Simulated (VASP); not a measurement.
# CuO (Cccm) in VASP: further runs

CuO is run at these levels: PBEsol; tasks: single point.

All numbers are computed with VASP 6.6.1; they aren't measurements. Logs are shortened: lines on timing, memory, paths and dates and some standing lists are left out, and cuts for length are marked.

## Step 1: The cell of the first run

The structure is orthorhombic, space group Cccm (No. 66). Conventional cell: a = 4.018 Å, b = 4.051 Å, c = 5.085 Å, α = 90.00°, β = 90.00°, γ = 90.00°. Cu (site symmetry 2/m) has 4 O at 1.91 Å within 2.5 Å. Within 2.6 Å of O (site symmetry 222) lie 4 Cu at 1.91 Å and 2 O at 2.54 Å.

## Step 2: Single point, PBEsol

INCAR

```
SYSTEM = CuO
  PREC = Accurate
  ENCUT = 520
  EDIFF = 1E-6
  ISMEAR = -1
  SIGMA = 0.05
  LREAL = .False.
  LASPH = .True.
  NELM = 100
  ALGO = Normal
  ISIF = 2
  LWAVE = .False.
  LCHARG = .True.
  GGA = PS
  LELF = .True.
  LVHAR = .True.
  NBANDS = 25
```

KPOINTS

```
Automatic mesh
0
Gamma
  9 9 5
  0 0 0
```

POSCAR

```
CuO
1.0
    2.0088641978     -2.0255525090      0.0000000000
    2.0088641978      2.0255525090      0.0000000000
    0.0000000000      0.0000000000      5.0850132503
Cu O
2 2
Direct
    0.5000000000      0.0000000000      0.0000000000
    0.0000000000      0.5000000000      0.5000000000
    0.5000000000      0.5000000000      0.2500000000
    0.5000000000      0.5000000000      0.7500000000
```

Potentials or basis: VASP PAW PBE potentials, release 64 (Cu, O).

Launch:

```bash
cat potpaw_PBE.64/Cu/POTCAR potpaw_PBE.64/O/POTCAR > POTCAR
mpirun -np 1 vasp_std > vasp.out
```

OUTCAR:

```text
SYSTEM = CuO
   PREC = Accurate
   ENCUT = 520
   EDIFF = 1E-6
   ISMEAR = -1
   LREAL = .False.
   LASPH = .True.
   NELM = 100
   ISIF = 2
   GGA = PS

 ion  position               nearest neighbor table
   1  0.500  0.000  0.000-   3 1.91   4 1.91   3 1.91   4 1.91
   2  0.000  0.500  0.500-   3 1.91   4 1.91   3 1.91   4 1.91
   3  0.500  0.500  0.250-   1 1.91   2 1.91   1 1.91   2 1.91
   4  0.500  0.500  0.750-   1 1.91   2 1.91   1 1.91   2 1.91

  LATTYP: Found a base centered orthorhombic cell.
 ALAT       =     4.0177283956
 B/A-ratio  =     1.0083073367
 C/A-ratio  =     1.2656438538

  Lattice vectors:

 A1 = (   2.0088641978,  -2.0255525090,   0.0000000000)
 A2 = (   2.0088641978,   2.0255525090,   0.0000000000)
 A3 = (   0.0000000000,   0.0000000000,   5.0850132503)

Analysis of symmetry for initial positions (statically):
=====================================================================
 Subroutine PRICEL returns:
 Original cell was already a primitive cell.

 Routine SETGRP: Setting up the symmetry group for a
 base centered orthorhombic supercell.

 Subroutine GETGRP returns: Found  8 space group operations
 (whereof  4 operations were pure point group operations)
 out of a pool of  8 trial point group operations.

The static configuration has the point symmetry C_2h.
 The point group associated with its full space group is D_2h.

Analysis of symmetry for dynamics (positions and initial velocities):
=====================================================================
 Subroutine PRICEL returns:
 Original cell was already a primitive cell.

 Routine SETGRP: Setting up the symmetry group for a
 base centered orthorhombic supercell.

 Subroutine GETGRP returns: Found  8 space group operations
 (whereof  4 operations were pure point group operations)
 out of a pool of  8 trial point group operations.

The dynamic configuration has the point symmetry C_2h.
 The point group associated with its full space group is D_2h.

 Subroutine INISYM returns: Found  8 space group operations
 (whereof  4 operations are pure point group operations),
 and found     1 'primitive' translations

----------------------------------------------------------------------------------------

                                     Primitive cell

  volume of cell :      41.3824

  direct lattice vectors                    reciprocal lattice vectors
     2.008864198 -2.025552509  0.000000000     0.248896864 -0.246846230  0.000000000
     2.008864198  2.025552509  0.000000000     0.248896864  0.246846230  0.000000000
     0.000000000  0.000000000  5.085013250     0.000000000  0.000000000  0.196656321

  length of vectors
     2.852787818  2.852787818  5.085013250     0.350546303  0.350546303  0.196656321

  position of ions in fractional coordinates (direct lattice)
     0.500000000  0.000000000  0.000000000
     0.000000000  0.500000000  0.500000000
     0.500000000  0.500000000  0.250000000
     0.500000000  0.500000000  0.750000000

  ion indices of the primitive-cell ions
   primitive index   ion index
                 1           1
                 2           2
                 3           3
                 4           4

----------------------------------------------------------------------------------------

 KPOINTS: Automatic mesh

Automatic generation of k-mesh.
 Grid dimensions read from file:
 generate k-points for:    9    9    5

 Generating k-lattice:

  Cartesian coordinates                     Fractional coordinates (reciprocal lattice)
     0.027655207 -0.027427359  0.000000000     0.111111111 -0.000000000  0.000000000
     0.027655207  0.027427359  0.000000000    -0.000000000  0.111111111  0.000000000
     0.000000000  0.000000000  0.039331264     0.000000000  0.000000000  0.200000000

  Length of vectors
     0.038949589  0.038949589  0.039331264

  Shift w.r.t. Gamma in fractional coordinates (k-lattice)
     0.000000000  0.000000000  0.000000000

 Subroutine IBZKPT returns following result:
 ===========================================

 Found     75 irreducible k-points:

 Following reciprocal coordinates:
            Coordinates               Weight
  0.000000  0.000000  0.000000      1.000000
  0.111111  0.000000  0.000000      4.000000
  0.222222  0.000000  0.000000      4.000000
  0.333333  0.000000  0.000000      4.000000
  0.444444  0.000000  0.000000      4.000000
  0.111111  0.111111  0.000000      2.000000
[... 16 lines left out ...]
 -0.333333  0.333333  0.000000      2.000000
  0.444444  0.444444  0.000000      2.000000
 [... further k-points ...]
   k-points           NKPTS =     75   k-points in BZ     NKDIM =     75   number of bands    NBANDS=     25
   number of dos      NEDOS =    301   number of ions     NIONS =      4
   total plane-waves  NPLWV =  23040
   dimension x,y,z NGX =    24 NGY =   24 NGZ =   40
   dimension x,y,z NGXF=    48 NGYF=   48 NGZF=   80
   ions per type =               2   2
   NGX,Y,Z   is equivalent  to a cutoff of  13.99, 13.99, 13.08 a.u.
   NGXF,Y,Z  is equivalent  to a cutoff of  27.97, 27.97, 26.15 a.u.
 SYSTEM =  CuO
   PREC   = accura    normal or accurate (medium, high low for compatibility)
   ISTART =      0    job   : 0-new  1-cont  2-samecut
   ICHARG =      2    charge: 1-file 2-atom 10-const
   ISPIN  =      1    spin polarized calculation?
   LNONCOLLINEAR =      F non collinear calculations
   LSORBIT =      F    spin-orbit coupling
   LASPH  =      T    aspherical Exc in radial PAW
   ENCUT  =  520.0 eV  38.22 Ry    6.18 a.u.   5.30  5.30  9.45*2*pi/ulx,y,z
   NELM   =    100;   NELMIN=  2; NELMDL= -5     # of ELM steps
   EDIFF  = 0.1E-05   stopping-criterion for ELM
   LREAL  =      F    real-space projection
   EDIFFG = 0.1E-04   stopping-criterion for IOM
   NSW    =      0    number of steps for IOM
   IBRION =     -1    ionic relax: 0-MD 1-quasi-New 2-CG
   NFREE  =      0    steps in history (QN), initial steepest desc. (CG)
   ISIF   =      2    stress and relaxation
   ISYM   =      2    0-nonsym 1-usesym 2-fastsym
   POTIM  = 0.5000    time-step for ionic-motion
   TEBEG  =    0.0;   TEEND  =   0.0 temperature during run
   PSTRESS=    0.0 pullay stress
   NELECT =      34.0000    total number of electrons
   NUPDOWN=      -1.0000    fix difference up-down
   EMIN   =  10.00;   EMAX   =-10.00  energy-range for DOS
   EFERMI =   0.00;   METHOD = LEGACY
   ISMEAR =    -1;   SIGMA  =   0.05  broadening in eV -4-tet -1-fermi 0-gaus
   EFERMI_NEDOS =   21; number of points for ismear=-14 and -15
   IALGO  =     38    algorithm
   IMIX   =      4    mixing-type and parameters
     AMIX     =   0.40;   BMIX     =  1.00
     AMIX_MAG =   1.60;   BMIX_MAG =  1.00
  volume/ion in A,a.u.               =      10.35        69.82
  Fermi-wavevector in a.u.,A,eV,Ry     =   1.533307  2.897530 31.987704  2.351030
  Thomas-Fermi vector in A             =   2.640392
   LORBIT       =      0    0 simple, 1 ext, 2 COOP (PROOUT), +10 PAW based schemes
   GGA     = PS    functional components
   LHFCALC =     F    Hartree Fock is set to
   AEXX    =    0.0000 exact exchange contribution
   IVDW    =     0    specifies the selected vdW correction
   LEPSILON=     F    determine dielectric tensor
   LRPA    =     F    only Hartree local field effects (RPA)
 non-spin polarized calculation
  energy-cutoff  :      520.00
  volume of cell :       41.38
 maximum number of plane-waves:      1135
 NGX is ok and might be reduce to    24
   NGX = 11   NGY = 11   NGZ = 19

 number of electron      33.9999969 magnetization

 Free energy of the ion-electron system (eV)
  ---------------------------------------------------
  ext. energy  EPLUGINS =         0.00000000
  ---------------------------------------------------
  free energy    TOTEN  =       -21.45811757 eV

  energy without entropy =      -21.43936584  energy(sigma->0) =      -21.44874170

 E-fermi :   5.5909     XC(G=0): -11.9821

 val. band max:        5.5707371146   @ k =   0.4444   0.4444   0.4000
 cond. band min:       5.6319868785   @ k =   0.2222   0.1111   0.0000
 fundamental gap:      0.0612497639
 Fermi energy:         5.5908780755

 k-point     1 :       0.0000    0.0000    0.0000
  band No.  band energies     occupation
      1     -14.7234      2.00000
      2     -13.2534      2.00000
      3      -3.2361      2.00000
      4      -0.2899      2.00000
      5      -0.2722      2.00000
      6       1.4736      2.00000
[... 17 lines left out ...]
     24      20.5146      0.00000
     25      20.6713      0.00000

 k-point     2 :       0.1111    0.0000    0.0000
  band No.  band energies     occupation
      1     -14.6466      2.00000
      2     -13.2298      2.00000
      3      -3.1120      2.00000
      4      -0.3629      2.00000
      5      -0.2445      2.00000
      6       0.8201      2.00000
[... 17 lines left out ...]
     24      20.7603      0.00000
     25      20.7766      0.00000

 k-point     3 :       0.2222    0.0000    0.0000
  band No.  band energies     occupation
      1     -14.4440      2.00000
      2     -13.1694      2.00000
      3      -2.7815      2.00000
      4      -0.5142      2.00000
      5      -0.3657      2.00000
      6      -0.1515      2.00000
[... 17 lines left out ...]
     24      20.6899      0.00000
     25      21.2823      0.00000

 k-point     4 :       0.3333    0.0000    0.0000
  band No.  band energies     occupation
      1     -14.1974      2.00000
      2     -13.0992      2.00000
      3      -2.3731      2.00000
      4      -1.4280      2.00000
      5      -0.5928      2.00000
      6      -0.0408      2.00000
[... 17 lines left out ...]
     24      19.8519      0.00000
     25      21.0649      0.00000
[... 477 lines left out ...]
 k-point    22 :      -0.4444    0.3333    0.0000
  band No.  band energies     occupation
      1     -13.5548      2.00000
      2     -12.9449      2.00000
      3      -1.6722      2.00000
      4      -1.1102      2.00000
      5      -1.0082      2.00000
      6      -0.3168      2.00000
[... 17 lines left out ...]
     24      17.9488      0.00000
     25      18.5115      0.00000

 k-point    23 :      -0.3333    0.3333    0.0000
  band No.  band energies     occupation
      1     -13.7132      2.00000
      2     -12.9808      2.00000
      3      -1.4484      2.00000
      4      -1.1924      2.00000
      5      -1.0016      2.00000
      6      -0.4087      2.00000
[... 17 lines left out ...]
     24      17.7766      0.00000
     25      19.7142      0.00000

 k-point    24 :       0.4444    0.4444    0.0000
  band No.  band energies     occupation
      1     -13.4015      2.00000
      2     -12.9126      2.00000
      3      -1.5736      2.00000
      4      -1.5582      2.00000
      5      -0.7327      2.00000
      6      -0.2216      2.00000
[... 17 lines left out ...]
     24      17.0727      0.00000
     25      17.7574      0.00000

 [... further k-points ...]

------------------------ aborting loop because EDIFF is reached ----------------------------------------

  FORCE on cell =-STRESS in cart. coord.  units (eV):
  Direction    XX          YY          ZZ          XY          YZ          ZX
  --------------------------------------------------------------------------------------
  -------------------------------------------------------------------------------------
  Total        1.4628535      1.4528574      1.5896208     -0.0000000      0.0000000      0.0000000
  in kB       56.6363494     56.2493363     61.5443170     -0.0000000      0.0000000      0.0000000
  external PRESSURE =      58.1433342 kB  Pullay stress =       0.0000000 kB

 VOLUME and BASIS-vectors are now :
 -----------------------------------------------------------------------------
  energy-cutoff  :      520.00
  volume of cell :       41.38
      direct lattice vectors                 reciprocal lattice vectors
     2.008864198 -2.025552509  0.000000000     0.248896864 -0.246846230  0.000000000
     2.008864198  2.025552509  0.000000000     0.248896864  0.246846230  0.000000000
     0.000000000  0.000000000  5.085013250     0.000000000  0.000000000  0.196656321

 POSITION                                       TOTAL-FORCE (eV/Angst)
 -----------------------------------------------------------------------------------
      1.00443     -1.01278      0.00000         0.000000     -0.000000      0.000000
      1.00443      1.01278      2.54251        -0.000000     -0.000000      0.000000
      2.00886      0.00000      1.27125        -0.000000      0.000000      0.000000
      2.00886      0.00000      3.81376        -0.000000      0.000000      0.000000
 -----------------------------------------------------------------------------------
    total drift:                                0.000000     -0.000000     -0.000000

  FREE ENERGIE OF THE ION-ELECTRON SYSTEM (eV)
  ---------------------------------------------------
  free  energy   TOTEN  =       -21.4581175665 eV

  energy  without entropy=      -21.4393658370  energy(sigma->0) =      -21.44874170
```

It took 2.1 min on 1 thread of Intel Xeon 8259CL, shared host; peak memory 0.2 GiB.

Results:

* Free energy: -21.4581 eV
* Pressure: 5.8 GPa
* Band gap on the k mesh: zero (bands 17 and 18 overlap by 1.00 eV)

Levels at points of the mesh, in eV from the Fermi level:
| k point | band 15 | band 16 | band 17 | band 18 | band 19 | band 20 |
| --- | --- | --- | --- | --- | --- | --- |
| (0.00, 0.00, 0.00) | -2.46 | -2.10 | 0.71 | 0.74 | 1.57 | 6.10 |

Caveat: the cell stands under pressure; the PAW data sets were made with another functional, which shifts forces and pressure a little; semilocal functionals often make such compounds metallic where correlation or magnetic order opens a gap, which also shifts bond lengths. With open d or f shells a metallic result of PBEsol can be an artefact of self-interaction; +U or a hybrid may open a gap.

(Continued in part 2 of 2.)
